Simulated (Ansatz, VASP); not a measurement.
# Two plane-wave programs on AlAs

```
CELL_PARAMETERS angstrom
0.00000 2.83822 2.83822
2.83822 0.00000 2.83822
2.83822 2.83822 0.00000
ATOMIC_POSITIONS crystal
Al 0.00000 0.00000 0.00000
As 0.25000 0.25000 0.25000
```

Alike in both runs: task single point; functional HSE06; k mesh 8 × 8 × 8; occupations fermi-dirac, width 0.02 eV; no spin polarisation.

|  | VASP | Ansatz |
| --- | --- | --- |
| version | VASP 6.6.1 | Ansatz 0.2.0 |
| potentials or method | VASP PAW PBE potentials, release 64 (Al, As), cutoff 400 eV | PAW plane waves |
| valence electrons in the cell | 8 | 18 |

Ansatz gave:

| Quantity | Value |
| --- | --- |
| gap on the k mesh at the Fermi level (eV) | 2.09 |
| pressure (GPa) | 0.2 |

Q: Which values does VASP return?

A: gap on the k mesh at the Fermi level (eV): 2.10; pressure (GPa): 0.0.

With one functional, cell and mesh, what is left measures potentials, basis and numerics. VASP's potentials hold 8 valence electrons a cell and Ansatz's 18, so a difference there can come from the potentials and not from the codes. Ansatz's warnings: stress exchange threshold loose, stress scf threshold loose.
